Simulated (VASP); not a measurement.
# MnPt2 (P-3m1) in VASP: single point with PBEsol

Aim: the single point of MnPt2 with PBEsol.

Program: VASP 6.6.1. These are calculated values, not measurements. Logs are shortened: lines on timing, memory, paths and dates and some standing lists are left out, and cuts for length are marked.

### Step 1. The cell of the first run

It takes space group P-3m1 (No. 164, trigonal). Conventional cell: a = 2.858 Å, b = 2.858 Å, c = 6.533 Å, α = 90.00°, β = 90.00°, γ = 120.00°. Mn (site symmetry -3m) has 6 Pt at 2.64 Å and 6 Mn at 2.86 Å within 3.5 Å. Within 3.5 Å of Pt (site symmetry 3m) lie 3 Mn at 2.64 Å and 9 Pt at 2.86 to 2.91 Å.

### Step 2. Single point, PBEsol, collinear spin, ferromagnetic start

INCAR reads:

```
SYSTEM = MnPt2
  ALGO = Fast
  EDIFF = 1E-7
  ENCUT = 520
  GGA = PS
  ISIF = 2
  ISMEAR = 0
  ISPIN = 2
  LASPH = .TRUE.
  LCHARG = .FALSE.
  LMAXMIX = 4
  LORBIT = 11
  LREAL = .FALSE.
  LWAVE = .FALSE.
  MAGMOM = 5 2.5 2.5
  NBANDS = 28
  NELM = 150
  PREC = Accurate
  SIGMA = 0.1
```

KPOINTS reads:

```
k-points
0
G
  18 18 8
  0 0 0
```

POSCAR reads:

```
MnPt2
1.0
    2.8584044518      0.0000000000      0.0000000000
   -1.4292022259      2.4754508696      0.0000000000
    0.0000000000      0.0000000000      6.5325040000
Mn Pt
1 2
Direct
    0.0000000000      0.0000000000      0.0000000000
    0.3333333333      0.6666666667      0.6837940000
    0.6666666667      0.3333333333      0.3162060000
```

Potentials or basis: VASP PAW PBE potentials, release 64 (Mn_pv, Pt).

Command:

```console
$ cat potpaw_PBE.64/Mn_pv/POTCAR potpaw_PBE.64/Pt/POTCAR > POTCAR
$ mpirun -np 1 vasp_std > vasp.out
```

OUTCAR:

```text
SYSTEM = MnPt2
   EDIFF = 1E-7
   ENCUT = 520
   GGA = PS
   ISIF = 2
   ISMEAR = 0
   ISPIN = 2
   LASPH = .TRUE.
   LORBIT = 11
   LREAL = .FALSE.
   NELM = 150
   PREC = Accurate

 ion  position               nearest neighbor table
   1  0.000  0.000  0.000-   2 2.64   3 2.64   3 2.64   2 2.64   3 2.64   2 2.64
   2  0.333  0.667  0.684-   1 2.64   1 2.64   1 2.64   3 2.91   3 2.91   3 2.91
   3  0.667  0.333  0.316-   1 2.64   1 2.64   1 2.64   2 2.91   2 2.91   2 2.91

  LATTYP: Found a hexagonal cell.
 ALAT       =     2.8584044518
 C/A-ratio  =     2.2853672775

  Lattice vectors:

 A1 = (   2.8584044518,   0.0000000000,   0.0000000000)
 A2 = (  -1.4292022259,   2.4754508696,   0.0000000000)
 A3 = (   0.0000000000,   0.0000000000,   6.5325040000)

Analysis of symmetry for initial positions (statically):
=====================================================================
 Subroutine PRICEL returns:
 Original cell was already a primitive cell.

 Routine SETGRP: Setting up the symmetry group for a
 hexagonal supercell.

 Subroutine GETGRP returns: Found 12 space group operations
 (whereof 12 operations were pure point group operations)
 out of a pool of 24 trial point group operations.

The static configuration has the point symmetry D_3d.

Analysis of symmetry for dynamics (positions and initial velocities):
=====================================================================
 Subroutine PRICEL returns:
 Original cell was already a primitive cell.

 Routine SETGRP: Setting up the symmetry group for a
 hexagonal supercell.

 Subroutine GETGRP returns: Found 12 space group operations
 (whereof 12 operations were pure point group operations)
 out of a pool of 24 trial point group operations.

The dynamic configuration has the point symmetry D_3d.

Analysis of structural, dynamic, and magnetic symmetry:
=====================================================================
 Subroutine PRICEL returns:
 Original cell was already a primitive cell.

 Routine SETGRP: Setting up the symmetry group for a
 hexagonal supercell.

 Subroutine GETGRP returns: Found 12 space group operations
 (whereof 12 operations were pure point group operations)
 out of a pool of 24 trial point group operations.

The overall configuration has the point symmetry D_3d.

 Subroutine INISYM returns: Found 12 space group operations
 (whereof 12 operations are pure point group operations),
 and found     1 'primitive' translations

[... 117 lines left out ...]
  volume/ion in A,a.u.               =      15.41       103.98
  Fermi-wavevector in a.u.,A,eV,Ry     =   1.463166  2.764983 29.128095  2.140855
  Thomas-Fermi vector in A             =   2.579293
   LORBIT       =     11    0 simple, 1 ext, 2 COOP (PROOUT), +10 PAW based schemes
   GGA     = PS    functional components
   LHFCALC =     F    Hartree Fock is set to
   AEXX    =    0.0000 exact exchange contribution
   IVDW    =     0    specifies the selected vdW correction
   LEPSILON=     F    determine dielectric tensor
   LRPA    =     F    only Hartree local field effects (RPA)
 spin polarized calculation
 RMM-DIIS sequential band-by-band and
 Gauss-broadening in eV      SIGMA  =   0.10
  energy-cutoff  :      520.00
  volume of cell :       46.22
 maximum number of plane-waves:      1267
 NGX is ok and might be reduce to    24
   NGX = 11   NGY = 11   NGZ = 25

 number of electron      33.0000000 magnetization      10.0000000

 number of electron      32.9999989 magnetization       4.5270124

 Free energy of the ion-electron system (eV)
  ---------------------------------------------------
  ext. energy  EPLUGINS =         0.00000000
  ---------------------------------------------------
  free energy    TOTEN  =       -23.93294171 eV

  energy without entropy =      -23.92013450  energy(sigma->0) =      -23.92653810

 E-fermi :   9.3490     XC(G=0): -12.9921

 val. band max:        9.3488023777   @ k =  -0.0556   0.3889   0.1250
 cond. band min:       9.3504056559   @ k =  -0.0556   0.4444   0.1250
 fundamental gap:      0.0016032782
 Fermi energy:         9.3489843557

 spin component 1

 k-point     1 :       0.0000    0.0000    0.0000
  band No.  band energies     occupation
      1     -40.2585      1.00000
      2     -40.2485      1.00000
      3     -40.2485      1.00000
      4       0.0025      1.00000
      5       2.3451      1.00000
      6       3.4970      1.00000
[... 733 lines left out ...]
     27      23.0370      0.00000
     28      23.5119      0.00000

 [... further k-points ...]

 spin component 2

 k-point     1 :       0.0000    0.0000    0.0000
  band No.  band energies     occupation
      1     -36.3526      1.00000
      2     -36.2510      1.00000
      3     -36.2510      1.00000
      4       0.2740      1.00000
      5       2.4993      1.00000
      6       4.2984      1.00000
[... 733 lines left out ...]
     27      23.6485      0.00000
     28      23.9166      0.00000

 [... further k-points ...]
[... 5 lines left out ...]
  --------------------------------------------------------------------------------------
  -------------------------------------------------------------------------------------
  Total       -2.8063155     -2.8063155     -2.2999280      0.0000000      0.0000000      0.0000000
  in kB      -97.2723495    -97.2723495    -79.7199752      0.0000000      0.0000000      0.0000000
  external PRESSURE =     -91.4215581 kB  Pullay stress =       0.0000000 kB

 VOLUME and BASIS-vectors are now :
 -----------------------------------------------------------------------------
  energy-cutoff  :      520.00
  volume of cell :       46.22
      direct lattice vectors                 reciprocal lattice vectors
     2.858404452  0.000000000  0.000000000     0.349845523  0.201983407  0.000000000
    -1.429202226  2.475450870  0.000000000     0.000000000  0.403966814  0.000000000
     0.000000000  0.000000000  6.532504000     0.000000000  0.000000000  0.153080656

 POSITION                                       TOTAL-FORCE (eV/Angst)
 -----------------------------------------------------------------------------------
      0.00000      0.00000      0.00000         0.000000      0.000000      0.000000
     -0.00000      1.65030      4.46689         0.000000      0.000000     -0.032175
      1.42920      0.82515      2.06562        -0.000000     -0.000000      0.032175
 -----------------------------------------------------------------------------------
    total drift:                                0.000000     -0.000000     -0.000000

  FREE ENERGIE OF THE ION-ELECTRON SYSTEM (eV)
  ---------------------------------------------------
  free  energy   TOTEN  =       -23.9329417061 eV

  energy  without entropy=      -23.9201344968  energy(sigma->0) =      -23.92653810

 total charge

# of ion       s       p       d       tot
------------------------------------------
    1        0.322   6.270   4.958  11.550
    2        0.643   0.533   8.035   9.211
    3        0.643   0.533   8.035   9.211
--------------------------------------------------
tot          1.609   7.335  21.029  29.973

 magnetization (x)

# of ion       s       p       d       tot
------------------------------------------
    1        0.016   0.025   3.701   3.742
    2       -0.016  -0.000   0.314   0.297
    3       -0.016  -0.000   0.314   0.297
--------------------------------------------------
tot         -0.017   0.025   4.330   4.337
```

stdout:

```text
POSCAR found type information on POSCAR MnPt
 POSCAR found :  2 types and       3 ions
 scaLAPACK will be used
 -----------------------------------------------------------------------------
|                                                                             |
|                                                                             |
|     You enforced a specific xc type in the INCAR file but a different       |
|     I HOPE YOU KNOW WHAT YOU ARE DOING!                                     |
|                                                                             |
 -----------------------------------------------------------------------------

 LDA part: xc-table for (Slater+PW92), standard interpolation
 POSCAR, INCAR and KPOINTS ok, starting setup
 FFT: planning ... GRIDC
 FFT: planning ... GRID_SOFT
 FFT: planning ... GRID
 WAVECAR not read
 entering main loop
```

Wall time 26 min (1 thread of Oxide Virtual Turin-like, shared host); peak memory 0.55 GiB.

Results:

```
Free energy                                           : -23.9329 eV
Pressure                                              : -9.1 GPa
Largest force                                         : 0.032 eV/Å
Net moment                                            : 4.53 μB per cell
Site moments                                          : Mn +3.74; Pt +0.30 μB
Valence electrons inside the program's atomic spheres : Mn 11.55; Pt 9.21
```

Forces in eV/Å, atoms in the order of the input:
```
Mn   0.000  0.000  0.000
Pt   0.000  0.000 -0.032
Pt   0.000  0.000  0.032
```

Caveat: the cell stands under tension; the PAW data sets were made with another functional, which shifts forces and pressure a little; spin-orbit coupling is left out, which moves the levels of the heavy elements.
